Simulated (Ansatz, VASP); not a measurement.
C: VASP beside Ansatz

```xyz
12
Lattice="2.4649 0.0000 0.0000 -1.2324 2.1347 0.0000 0.0000 0.0000 20.6061" Properties=species:S:1:pos:R:3 pbc="T T T"
C     1.2262    0.7007   19.6168
C     1.2324    0.7116    9.3142
C     1.2324    0.7116   16.0588
C     1.2324    0.7116    5.7562
C     0.0000    0.0000   12.6865
C     0.0000    1.4231    5.7558
C     0.0000    0.0000    2.3834
C     1.2324    0.7116   12.6865
C     0.0000    1.4231   16.0592
C     0.0000    1.4231    2.3834
C     0.0000    1.4231    9.3137
C     0.0000    1.4231   19.6172
```

Alike in both runs: task single point; functional PBE; dispersion D3(BJ); k mesh 18 × 18 × 2; occupations gaussian, width 0.15 eV; no spin polarisation.

|  | VASP | Ansatz |
| --- | --- | --- |
| version | VASP 6.6.1 | Ansatz 0.2.0 |
| potentials or method | VASP PAW PBE potentials, release 64 (C), cutoff 520 eV | scalar-relativistic, plane waves, PAW |
| valence electrons in the cell | 48 | 48 |

|  | VASP | Ansatz | Ansatz less VASP |
| --- | --- | --- | --- |
| gap on the k mesh at the Fermi level (eV) | none | none | - |
| pressure (GPa) | 0.4 | 0.0 | -0.44 |
| traceless stress, the component that is largest in VASP (GPa) | -0.53 | -0.02 | +0.508 |
| rms of the force components (eV/Å) | 0.158 | 0.158 | -0.0001 |

Atom by atom the forces differ by 0.000 eV/Å (rms over components). A gap of «none» marks a metal or a gap that the smearing closes.
